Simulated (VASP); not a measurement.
# La (Im-3m) in VASP: further runs

Runs on La. Level: PBE. Tasks: single point.

Everything below comes from runs of VASP 6.6.1. Logs are shortened: lines on timing, memory, paths and dates and some standing lists are left out, and cuts for length are marked.

## 1. The cell of the first run

The structure is cubic, space group Im-3m (No. 229). Conventional cell: a = 4.229 Å, b = 4.229 Å, c = 4.229 Å, α = 90.00°, β = 90.00°, γ = 90.00°. Within 4.8 Å of La (site symmetry m-3m) lie 14 La at 3.66 to 4.23 Å.

This isn't the form of La at room conditions, which is double hcp.

## 2. Single point, PBE

Input file INCAR:

```
PREC = Accurate ; ENCUT = 520
EDIFF = 1E-6 ; ISMEAR = -1
SIGMA = 0.06122561905347299 ; LREAL = False
LASPH = True ; NELM = 100
ALGO = Normal ; ISIF = 2
LWAVE = False ; LCHARG = False
GGA = PE ; NBANDS = 12
```

Input file KPOINTS:

```
Automatic mesh
0
Gamma
  12 12 12
```

Input file POSCAR:

```
La
1.0
   -2.1144071686      2.1144071686      2.1144071686
    2.1144071686     -2.1144071686      2.1144071686
    2.1144071686      2.1144071686     -2.1144071686
La
1
Direct
    0.0000000000      0.0000000000      0.0000000000
```

Potentials or basis: VASP PAW PBE potentials, release 64 (La).

Launch:

```bash
$ cat potpaw_PBE.64/La/POTCAR > POTCAR
$ mpirun -np 1 vasp_std > vasp.out
```

OUTCAR:

```text
PREC = Accurate
   ENCUT = 520
   EDIFF = 1E-6
   ISMEAR = -1
   LREAL = False
   LASPH = True
   NELM = 100
   ISIF = 2
   GGA = PE

 ion  position               nearest neighbor table
   1  0.000  0.000  0.000-

  LATTYP: Found a body centered cubic cell.
 ALAT       =     4.2288143372

  Lattice vectors:

 A1 = (  -2.1144071686,   2.1144071686,   2.1144071686)
 A2 = (   2.1144071686,  -2.1144071686,   2.1144071686)
 A3 = (   2.1144071686,   2.1144071686,  -2.1144071686)

Analysis of symmetry for initial positions (statically):
=====================================================================
 Subroutine PRICEL returns:
 Original cell was already a primitive cell.

 Routine SETGRP: Setting up the symmetry group for a
 body centered cubic supercell.

 Subroutine GETGRP returns: Found 48 space group operations
 (whereof 48 operations were pure point group operations)
 out of a pool of 48 trial point group operations.

The static configuration has the point symmetry O_h .

Analysis of symmetry for dynamics (positions and initial velocities):
=====================================================================
 Subroutine PRICEL returns:
 Original cell was already a primitive cell.

 Routine SETGRP: Setting up the symmetry group for a
 body centered cubic supercell.

 Subroutine GETGRP returns: Found 48 space group operations
 (whereof 48 operations were pure point group operations)
 out of a pool of 48 trial point group operations.

The dynamic configuration has the point symmetry O_h .

 Subroutine INISYM returns: Found 48 space group operations
 (whereof 48 operations are pure point group operations),
 and found     1 'primitive' translations

----------------------------------------------------------------------------------------

                                     Primitive cell

  volume of cell :      37.8117

  direct lattice vectors                    reciprocal lattice vectors
    -2.114407169  2.114407169  2.114407169     0.000000000  0.236472902  0.236472902
     2.114407169 -2.114407169  2.114407169     0.236472902  0.000000000  0.236472902
     2.114407169  2.114407169 -2.114407169     0.236472902  0.236472902  0.000000000

  length of vectors
     3.662260644  3.662260644  3.662260644     0.334423186  0.334423186  0.334423186

  position of ions in fractional coordinates (direct lattice)
     0.000000000  0.000000000  0.000000000

  ion indices of the primitive-cell ions
   primitive index   ion index
                 1           1

----------------------------------------------------------------------------------------

 KPOINTS: Automatic mesh

Automatic generation of k-mesh.
 Grid dimensions read from file:
 generate k-points for:   12   12   12

 Generating k-lattice:

  Cartesian coordinates                     Fractional coordinates (reciprocal lattice)
     0.000000000  0.019706075  0.019706075     0.083333333  0.000000000  0.000000000
     0.019706075  0.000000000  0.019706075     0.000000000  0.083333333  0.000000000
     0.019706075  0.019706075  0.000000000     0.000000000  0.000000000  0.083333333

  Length of vectors
     0.027868599  0.027868599  0.027868599

  Shift w.r.t. Gamma in fractional coordinates (k-lattice)
     0.000000000  0.000000000  0.000000000

 Subroutine IBZKPT returns following result:
 ===========================================

 Found     72 irreducible k-points:

 Following reciprocal coordinates:
            Coordinates               Weight
  0.000000  0.000000  0.000000      1.000000
  0.083333  0.000000  0.000000     12.000000
  0.166667  0.000000  0.000000     12.000000
  0.250000  0.000000  0.000000     12.000000
  0.333333  0.000000  0.000000     12.000000
  0.416667  0.000000  0.000000     12.000000
[... 16 lines left out ...]
  0.333333  0.083333  0.083333     24.000000
  0.416667  0.083333  0.083333     12.000000
 [... further k-points ...]
   k-points           NKPTS =     72   k-points in BZ     NKDIM =     72   number of bands    NBANDS=     12
   number of dos      NEDOS =    301   number of ions     NIONS =      1
   total plane-waves  NPLWV =  21952
   dimension x,y,z NGX =    28 NGY =   28 NGZ =   28
   dimension x,y,z NGXF=    56 NGYF=   56 NGZF=   56
   ions per type =               1
   NGX,Y,Z   is equivalent  to a cutoff of  12.71, 12.71, 12.71 a.u.
   NGXF,Y,Z  is equivalent  to a cutoff of  25.42, 25.42, 25.42 a.u.
 SYSTEM =  unknown system
   PREC   = accura    normal or accurate (medium, high low for compatibility)
   ISTART =      0    job   : 0-new  1-cont  2-samecut
   ICHARG =      2    charge: 1-file 2-atom 10-const
   ISPIN  =      1    spin polarized calculation?
   LNONCOLLINEAR =      F non collinear calculations
   LSORBIT =      F    spin-orbit coupling
   LASPH  =      T    aspherical Exc in radial PAW
   ENCUT  =  520.0 eV  38.22 Ry    6.18 a.u.   6.81  6.81  6.81*2*pi/ulx,y,z
   NELM   =    100;   NELMIN=  2; NELMDL= -5     # of ELM steps
   EDIFF  = 0.1E-05   stopping-criterion for ELM
   LREAL  =      F    real-space projection
   EDIFFG = 0.1E-04   stopping-criterion for IOM
   NSW    =      0    number of steps for IOM
   IBRION =     -1    ionic relax: 0-MD 1-quasi-New 2-CG
   NFREE  =      0    steps in history (QN), initial steepest desc. (CG)
   ISIF   =      2    stress and relaxation
   ISYM   =      2    0-nonsym 1-usesym 2-fastsym
   POTIM  = 0.5000    time-step for ionic-motion
   TEBEG  =    0.0;   TEEND  =   0.0 temperature during run
   PSTRESS=    0.0 pullay stress
   NELECT =      11.0000    total number of electrons
   NUPDOWN=      -1.0000    fix difference up-down
   EMIN   =  10.00;   EMAX   =-10.00  energy-range for DOS
   EFERMI =   0.00;   METHOD = LEGACY
   ISMEAR =    -1;   SIGMA  =   0.06  broadening in eV -4-tet -1-fermi 0-gaus
   EFERMI_NEDOS =   21; number of points for ismear=-14 and -15
   IALGO  =     38    algorithm
   IMIX   =      4    mixing-type and parameters
     AMIX     =   0.40;   BMIX     =  1.00
     AMIX_MAG =   1.60;   BMIX_MAG =  1.00
  volume/ion in A,a.u.               =      37.81       255.17
  Fermi-wavevector in a.u.,A,eV,Ry     =   1.084752  2.049884 16.009796  1.176687
  Thomas-Fermi vector in A             =   2.220849
   LORBIT       =      0    0 simple, 1 ext, 2 COOP (PROOUT), +10 PAW based schemes
   GGA     = PE    functional components
   LHFCALC =     F    Hartree Fock is set to
   AEXX    =    0.0000 exact exchange contribution
   IVDW    =     0    specifies the selected vdW correction
   LEPSILON=     F    determine dielectric tensor
   LRPA    =     F    only Hartree local field effects (RPA)
 non-spin polarized calculation
  energy-cutoff  :      520.00
  volume of cell :       37.81
 maximum number of plane-waves:      1048
   NGX = 13   NGY = 13   NGZ = 13

 number of electron      11.0000000 magnetization

 Free energy of the ion-electron system (eV)
  ---------------------------------------------------
  ext. energy  EPLUGINS =         0.00000000
  ---------------------------------------------------
  free energy    TOTEN  =        -4.77576887 eV

  energy without entropy =       -4.73818783  energy(sigma->0) =       -4.75697835

 E-fermi :   7.6952     XC(G=0):  -9.4893

 val. band max:        7.6829146947   @ k =   0.2500   0.0833   0.0833
 cond. band min:       7.6974438178   @ k =   0.5000   0.5000   0.0833
 fundamental gap:      0.0145291231
 Fermi energy:         7.6951614634

 k-point     1 :       0.0000    0.0000    0.0000
  band No.  band energies     occupation
      1     -25.2249      2.00000
      2      -8.2432      2.00000
      3      -8.2432      2.00000
      4      -8.2432      2.00000
      5       4.5024      2.00000
      6       9.1616      0.00000
      7       9.1616      0.00000
      8       9.1616      0.00000
      9       9.1798      0.00000
     10       9.1798      0.00000
     11       9.1798      0.00000
     12       9.8905      0.00000

 k-point     2 :       0.0833    0.0000    0.0000
  band No.  band energies     occupation
      1     -25.2123      2.00000
      2      -8.3420      2.00000
      3      -8.2721      2.00000
      4      -8.2443      2.00000
      5       4.7154      2.00000
      6       8.8338      0.00000
      7       8.8350      0.00000
      8       9.1721      0.00000
      9       9.2352      0.00000
     10       9.4163      0.00000
     11       9.4209      0.00000
     12       9.8800      0.00000

 k-point     3 :       0.1667    0.0000    0.0000
  band No.  band energies     occupation
      1     -25.1775      2.00000
      2      -8.6017      2.00000
      3      -8.3498      2.00000
      4      -8.2476      2.00000
      5       5.2688      2.00000
      6       8.4521      0.00001
      7       8.4563      0.00001
      8       9.1570      0.00000
      9       9.3585      0.00000
     10       9.5426      0.00000
     11       9.5842      0.00000
     12       9.8298      0.00000
[... 286 lines left out ...]
 k-point    23 :       0.3333    0.0833    0.0833
  band No.  band energies     occupation
      1     -25.0385      2.00000
      2      -9.4109      2.00000
      3      -8.6817      2.00000
      4      -8.3493      2.00000
      5       6.4116      2.00000
      6       7.5482      1.83363
      7       8.9676      0.00000
      8       9.3114      0.00000
      9       9.5148      0.00000
     10       9.6851      0.00000
     11       9.7345      0.00000
     12       9.8435      0.00000

 k-point    24 :       0.4167    0.0833    0.0833
  band No.  band energies     occupation
      1     -25.0266      2.00000
      2      -9.4659      2.00000
      3      -8.7218      2.00000
      4      -8.3529      2.00000
      5       6.3516      2.00000
      6       7.5029      1.91707
      7       9.2159      0.00000
      8       9.3114      0.00000
      9       9.5062      0.00000
     10       9.7361      0.00000
     11       9.7660      0.00000
     12       9.8329      0.00000

 [... further k-points ...]

------------------------ aborting loop because EDIFF is reached ----------------------------------------

  FORCE on cell =-STRESS in cart. coord.  units (eV):
  Direction    XX          YY          ZZ          XY          YZ          ZX
  --------------------------------------------------------------------------------------
  -------------------------------------------------------------------------------------
  Total        0.0229505      0.0229505      0.0229505      0.0000000     -0.0000000      0.0000000
  in kB        0.9724727      0.9724727      0.9724727      0.0000000     -0.0000000      0.0000000
  external PRESSURE =       0.9724727 kB  Pullay stress =       0.0000000 kB

 VOLUME and BASIS-vectors are now :
 -----------------------------------------------------------------------------
  energy-cutoff  :      520.00
  volume of cell :       37.81
      direct lattice vectors                 reciprocal lattice vectors
    -2.114407169  2.114407169  2.114407169     0.000000000  0.236472902  0.236472902
     2.114407169 -2.114407169  2.114407169     0.236472902  0.000000000  0.236472902
     2.114407169  2.114407169 -2.114407169     0.236472902  0.236472902  0.000000000

 POSITION                                       TOTAL-FORCE (eV/Angst)
 -----------------------------------------------------------------------------------
      0.00000      0.00000      0.00000         0.000000      0.000000     -0.000000
 -----------------------------------------------------------------------------------
    total drift:                               -0.000000     -0.000000      0.000000

  FREE ENERGIE OF THE ION-ELECTRON SYSTEM (eV)
  ---------------------------------------------------
  free  energy   TOTEN  =        -4.7757688668 eV

  energy  without entropy=       -4.7381878344  energy(sigma->0) =       -4.75697835
```

Wall time 21 s (1 thread of Intel Xeon 6975P-C (Granite Rapids), shared host); peak memory 0.19 GiB.

What came out:

| Item | Value |
| --- | --- |
| Free energy | -4.7758 eV |
| Pressure | 0.1 GPa |
| Band gap on the k mesh | zero (an odd number of electrons rules out a gap without spin polarisation) |

Caveat: spin-orbit coupling is left out, which moves the levels of the heavy elements.

(Part 1 of 2 ends here.)
